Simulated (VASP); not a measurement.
# Te2Mo in VASP: a series of runs

Te2Mo is run at these levels: PBE+D3(BJ); tasks: single point.

Program: VASP 6.6.1. These are calculated values, not measurements. Logs are shortened: lines on timing, memory, paths and dates and some standing lists are left out, and cuts for length are marked.

## (1) The cell of the first run

The cell holds a slab with vacuum, 6 atoms: a = 3.504 Å, b = 3.504 Å, c = 24.768 Å, α = 90.00°, β = 90.00°, γ = 120.00°.

## (2) Single point, PBE+D3(BJ) (layers slid over each other)

Contents of INCAR:

```
SYSTEM = Te2Mo
PREC     = Accurate       ! precision mode
ENCUT    = 520            ! plane-wave cutoff, eV
EDIFF    = 1E-6           ! SCF threshold, eV
ISMEAR   = 0              ! smearing method
SIGMA    = 0.05           ! smearing width, eV
LREAL    = .FALSE.        ! projectors in reciprocal space
LASPH    = .TRUE.         ! aspherical terms in the spheres
NELM     = 80             ! most SCF steps
ALGO     = Normal         ! electronic algorithm
ISIF     = 2              ! what is computed and relaxed
LWAVE    = .FALSE.        ! write WAVECAR
LCHARG   = .FALSE.        ! write CHGCAR
LDIPOL   = .TRUE.       
IDIPOL   = 3            
DIPOL    = 0.5 0.5 0.397
GGA      = PE             ! functional
IVDW     = 12             ! dispersion correction
NBANDS   = 35             ! bands
```

Contents of KPOINTS:

```
regular mesh
0
G
  9 9 1
  0 0 0
```

Contents of POSCAR:

```
Te2Mo
1.0
    3.5038816881      0.0000000000      0.0000000000
   -1.7519408440      3.0344505538      0.0000000000
    0.0000000000      0.0000000000     24.7677198395
Te Mo
4 2
Direct
    0.3333333333      0.6666666667      0.1816881017
    0.3333333333      0.6666666667      0.3284056818
    0.8333333333      0.6666666667      0.4656811364
    0.8333333333      0.6666666667      0.6123987165
    0.6666666667      0.3333333333      0.2550468917
    1.1666666667      0.3333333333      0.5390399264
```

Potentials or basis: VASP PAW PBE potentials, release 64 (Te, Mo_sv).

The run is started by

```bash
> cat potpaw_PBE.64/Te/POTCAR potpaw_PBE.64/Mo_sv/POTCAR > POTCAR
> mpirun -np 1 vasp_std > vasp.out
```

OUTCAR:

```text
SYSTEM = Te2Mo
   PREC = Accurate
   ENCUT = 520
   EDIFF = 1E-6
   ISMEAR = 0
   LREAL = .FALSE.
   LASPH = .TRUE.
   NELM = 80
   ISIF = 2
   GGA = PE
   IVDW = 12
 IVDW          = 12

 ion  position               nearest neighbor table
   1  0.333  0.667  0.182-   5 2.72   5 2.72   5 2.72   2 3.63
   2  0.333  0.667  0.328-   5 2.72   5 2.72   5 2.72   1 3.63
   3  0.833  0.667  0.466-   6 2.72   6 2.72   6 2.72   4 3.63
   4  0.833  0.667  0.612-   6 2.72   6 2.72   6 2.72   3 3.63
   5  0.667  0.333  0.255-   1 2.72   1 2.72   1 2.72   2 2.72   2 2.72   2 2.72
   6  0.167  0.333  0.539-   3 2.72   3 2.72   3 2.72   4 2.72   4 2.72   4 2.72

  LATTYP: Found a hexagonal cell.
 ALAT       =     3.5038816881
 C/A-ratio  =     7.0686518679

  Lattice vectors:

 A1 = (   3.5038816881,   0.0000000000,   0.0000000000)
 A2 = (  -1.7519408440,   3.0344505538,   0.0000000000)
 A3 = (   0.0000000000,   0.0000000000,  24.7677198395)

Analysis of symmetry for initial positions (statically):
=====================================================================
 Subroutine PRICEL returns:
 Original cell was already a primitive cell.

 Routine SETGRP: Setting up the symmetry group for a
 hexagonal supercell.

 Subroutine GETGRP returns: Found  4 space group operations
 (whereof  2 operations were pure point group operations)
 out of a pool of 24 trial point group operations.

The static configuration has the point symmetry C_1h.
 The point group associated with its full space group is C_2v.

Analysis of symmetry for dynamics (positions and initial velocities):
=====================================================================
 Subroutine PRICEL returns:
 Original cell was already a primitive cell.

 Routine SETGRP: Setting up the symmetry group for a
 hexagonal supercell.

 Subroutine GETGRP returns: Found  4 space group operations
 (whereof  2 operations were pure point group operations)
 out of a pool of 24 trial point group operations.

The dynamic configuration has the point symmetry C_1h.
 The point group associated with its full space group is C_2v.

 Subroutine INISYM returns: Found  4 space group operations
 (whereof  2 operations are pure point group operations),
 and found     1 'primitive' translations

----------------------------------------------------------------------------------------

                                     Primitive cell

  volume of cell :     263.3392

  direct lattice vectors                    reciprocal lattice vectors
     3.503881688  0.000000000  0.000000000     0.285397764  0.164774476  0.000000000
    -1.751940844  3.034450554  0.000000000     0.000000000  0.329548952  0.000000000
     0.000000000  0.000000000 24.767719839     0.000000000  0.000000000  0.040375134

  length of vectors
     3.503881688  3.503881688 24.767719839     0.329548952  0.329548952  0.040375134

  position of ions in fractional coordinates (direct lattice)
     0.333333333  0.666666667  0.181688102
     0.333333333  0.666666667  0.328405682
     0.833333333  0.666666667  0.465681136
     0.833333333  0.666666667  0.612398717
     0.666666667  0.333333333  0.255046892
     0.166666667  0.333333333  0.539039926

  ion indices of the primitive-cell ions
   primitive index   ion index
                 1           1
                 2           2
                 3           3
                 4           4
                 5           5
                 6           6

----------------------------------------------------------------------------------------

 KPOINTS: regular mesh

Automatic generation of k-mesh.
 Grid dimensions read from file:
 generate k-points for:    9    9    1

 Generating k-lattice:

  Cartesian coordinates                     Fractional coordinates (reciprocal lattice)
     0.031710863  0.018308275  0.000000000     0.111111111  0.000000000  0.000000000
     0.000000000  0.036616550  0.000000000     0.000000000  0.111111111  0.000000000
     0.000000000  0.000000000  0.040375134     0.000000000  0.000000000  1.000000000

  Length of vectors
     0.036616550  0.036616550  0.040375134

  Shift w.r.t. Gamma in fractional coordinates (k-lattice)
     0.000000000  0.000000000  0.000000000

 Subroutine IBZKPT returns following result:
 ===========================================

 Found     25 irreducible k-points:

 Following reciprocal coordinates:
            Coordinates               Weight
  0.000000  0.000000  0.000000      1.000000
  0.111111  0.000000  0.000000      4.000000
  0.000000  0.111111  0.000000      2.000000
  0.222222 -0.000000  0.000000      4.000000
  0.000000  0.222222  0.000000      2.000000
  0.333333  0.000000  0.000000      4.000000
[... 16 lines left out ...]
 -0.222222 -0.444444  0.000000      4.000000
  0.444444  0.333333  0.000000      4.000000
   k-points           NKPTS =     25   k-points in BZ     NKDIM =     25   number of bands    NBANDS=     35
   number of dos      NEDOS =    301   number of ions     NIONS =      6
   total plane-waves  NPLWV = 150528
   dimension x,y,z NGX =    28 NGY =   28 NGZ =  192
   dimension x,y,z NGXF=    56 NGYF=   56 NGZF=  384
   ions per type =               4   2
   NGX,Y,Z   is equivalent  to a cutoff of  13.28, 13.28, 12.89 a.u.
   NGXF,Y,Z  is equivalent  to a cutoff of  26.57, 26.57, 25.77 a.u.
 SYSTEM =  Te2Mo
   PREC   = accura    normal or accurate (medium, high low for compatibility)
   ISTART =      0    job   : 0-new  1-cont  2-samecut
   ICHARG =      2    charge: 1-file 2-atom 10-const
   ISPIN  =      1    spin polarized calculation?
   LNONCOLLINEAR =      F non collinear calculations
   LSORBIT =      F    spin-orbit coupling
   LASPH  =      T    aspherical Exc in radial PAW
   ENCUT  =  520.0 eV  38.22 Ry    6.18 a.u.   6.51  6.51 46.05*2*pi/ulx,y,z
   NELM   =     80;   NELMIN=  2; NELMDL= -5     # of ELM steps
   EDIFF  = 0.1E-05   stopping-criterion for ELM
   LREAL  =      F    real-space projection
   EDIFFG = 0.1E-04   stopping-criterion for IOM
   NSW    =      0    number of steps for IOM
   IBRION =     -1    ionic relax: 0-MD 1-quasi-New 2-CG
   NFREE  =      0    steps in history (QN), initial steepest desc. (CG)
   ISIF   =      2    stress and relaxation
   ISYM   =      2    0-nonsym 1-usesym 2-fastsym
   POTIM  = 0.5000    time-step for ionic-motion
   TEBEG  =    0.0;   TEEND  =   0.0 temperature during run
   PSTRESS=    0.0 pullay stress
   NELECT =      52.0000    total number of electrons
   NUPDOWN=      -1.0000    fix difference up-down
   EMIN   =  10.00;   EMAX   =-10.00  energy-range for DOS
   EFERMI =   0.00;   METHOD = LEGACY
   ISMEAR =     0;   SIGMA  =   0.05  broadening in eV -4-tet -1-fermi 0-gaus
   EFERMI_NEDOS =   21; number of points for ismear=-14 and -15
   IALGO  =     38    algorithm
   IMIX   =      4    mixing-type and parameters
     AMIX     =   0.40;   BMIX     =  1.00
     AMIX_MAG =   1.60;   BMIX_MAG =  1.00
  volume/ion in A,a.u.               =      43.89       296.18
  Fermi-wavevector in a.u.,A,eV,Ry     =   0.953317  1.801508 12.365161  0.908814
  Thomas-Fermi vector in A             =   2.081961
   LORBIT       =      0    0 simple, 1 ext, 2 COOP (PROOUT), +10 PAW based schemes
   GGA     = PE    functional components
   LHFCALC =     F    Hartree Fock is set to
   AEXX    =    0.0000 exact exchange contribution
   IVDW    =    12    specifies the selected vdW correction
   LEPSILON=     F    determine dielectric tensor
   LRPA    =     F    only Hartree local field effects (RPA)
 non-spin polarized calculation
 Gauss-broadening in eV      SIGMA  =   0.05
  energy-cutoff  :      520.00
  volume of cell :      263.34
 maximum number of plane-waves:      7173
 NGX is ok and might be reduce to    28
   NGX = 13   NGY = 13   NGZ = 93

 dipolmoment           0.000000      0.000000      0.000015 electrons x Angstroem

 number of electron      51.9999996 magnetization

 dipolmoment           0.000000      0.000000     -0.000002 electrons x Angstroem

 Free energy of the ion-electron system (eV)
  ---------------------------------------------------
  ext. energy  EPLUGINS =         0.00000000
  ---------------------------------------------------
  free energy    TOTEN  =       -35.95927214 eV

  energy without entropy =      -35.95927214  energy(sigma->0) =      -35.95927214

 E-fermi :   2.8612     XC(G=0):  -6.3806

 val. band max:        2.5043137319   @ k =   0.0000   0.1111   0.0000
 cond. band min:       3.5696657134   @ k =   0.2222   0.2222   0.0000
 fundamental gap:      1.0653519814
 Fermi energy:         2.8612385885

 k-point     1 :       0.0000    0.0000    0.0000
  band No.  band energies     occupation
      1     -58.1827      2.00000
      2     -58.1827      2.00000
      3     -32.3606      2.00000
      4     -32.3606      2.00000
      5     -32.2163      2.00000
      6     -32.2163      2.00000
[... 27 lines left out ...]
     34       6.0579      0.00000
     35       6.6673      0.00000

 k-point     2 :       0.1111    0.0000    0.0000
  band No.  band energies     occupation
      1     -58.1815      2.00000
      2     -58.1815      2.00000
      3     -32.3571      2.00000
      4     -32.3571      2.00000
      5     -32.2320      2.00000
      6     -32.2319      2.00000
[... 27 lines left out ...]
     34       5.7911      0.00000
     35       6.9083      0.00000

 k-point     3 :       0.0000    0.1111    0.0000
  band No.  band energies     occupation
      1     -58.1815      2.00000
      2     -58.1815      2.00000
      3     -32.3571      2.00000
      4     -32.3571      2.00000
      5     -32.2311      2.00000
      6     -32.2311      2.00000
[... 27 lines left out ...]
     34       5.9134      0.00000
     35       6.9039      0.00000
[... 723 lines left out ...]
 k-point    23 :      -0.2222   -0.4444    0.0000
  band No.  band energies     occupation
      1     -58.1717      2.00000
      2     -58.1717      2.00000
      3     -32.3323      2.00000
      4     -32.3323      2.00000
      5     -32.3265      2.00000
      6     -32.3265      2.00000
[... 27 lines left out ...]
     34       6.6051      0.00000
     35       6.8926      0.00000

 k-point    24 :       0.4444    0.3333    0.0000
  band No.  band energies     occupation
      1     -58.1717      2.00000
      2     -58.1717      2.00000
      3     -32.3313      2.00000
      4     -32.3313      2.00000
      5     -32.3285      2.00000
      6     -32.3285      2.00000
[... 27 lines left out ...]
     34       6.3143      0.00000
     35       7.3060      0.00000

 [... further k-points ...]

------------------------ aborting loop because EDIFF is reached ----------------------------------------

 vacuum level on the upper side and lower side of the slab       (xc-potential included)        -0.137        -0.138

 Edisp (eV)   -2.80610

 E8    (eV) :    -1.3275

  FORCE on cell =-STRESS in cart. coord.  units (eV):
  Direction    XX          YY          ZZ          XY          YZ          ZX
  --------------------------------------------------------------------------------------
  -------------------------------------------------------------------------------------
  Total       0.12180    -0.30796    -0.11681    -0.00000     0.00000     0.00000
  in kB       0.74105    -1.87365    -0.71068    -0.00000     0.00000     0.00000
  external pressure =       -0.61 kB  Pullay stress =        0.00 kB

 VOLUME and BASIS-vectors are now :
 -----------------------------------------------------------------------------
  energy-cutoff  :      520.00
  volume of cell :      263.34
      direct lattice vectors                 reciprocal lattice vectors
     3.503881688  0.000000000  0.000000000     0.285397764  0.164774476  0.000000000
    -1.751940844  3.034450554  0.000000000     0.000000000  0.329548952  0.000000000
     0.000000000  0.000000000 24.767719839     0.000000000  0.000000000  0.040375134

 POSITION                                       TOTAL-FORCE (eV/Angst)
 -----------------------------------------------------------------------------------
     -0.00000      2.02297      4.50000        -0.000000     -0.005862      0.003506
     -0.00000      2.02297      8.13386         0.000000      0.003127     -0.006747
      1.75194      2.02297     11.53386         0.000000      0.003127      0.006747
      1.75194      2.02297     15.16772        -0.000000     -0.005862     -0.003506
      1.75194      1.01148      6.31693         0.000000      0.002735      0.006498
      0.00000      1.01148     13.35079         0.000000      0.002735     -0.006498
 -----------------------------------------------------------------------------------
    total drift:                               -0.000001     -0.000690     -0.000069

  FREE ENERGIE OF THE ION-ELECTRON SYSTEM (eV)
  ---------------------------------------------------
  free  energy   TOTEN  =       -38.7653686460 eV

  energy  without entropy=      -38.7653686460  energy(sigma->0) =      -38.76536865

 vacuum level on the upper side and lower side of the slab         7.205         7.205
```

Wall time 5.5 min (1 thread of Intel Xeon Platinum 8375C at 2.90GHz (Ice Lake), shared host); peak memory 0.48 GiB.

Results:

```
Free energy                : -38.7654 eV
Largest force              : 0.007 eV/Å
Band gap on the k mesh     : 1.07 eV (least direct gap 1.16 eV)
Dispersion energy per atom : -0.468 eV
```

Forces on the atoms (eV/Å):
```
Te   0.000 -0.006  0.004
Te   0.000  0.003 -0.007
Te   0.000  0.003  0.007
Te   0.000 -0.006 -0.004
Mo   0.000  0.003  0.006
Mo   0.000  0.003 -0.006
```

Caveat: the cell differs from its parent crystal (layers slid over each other); spin-orbit coupling is left out, which moves the levels of the heavy elements.

(Continued in part 2 of 2.)
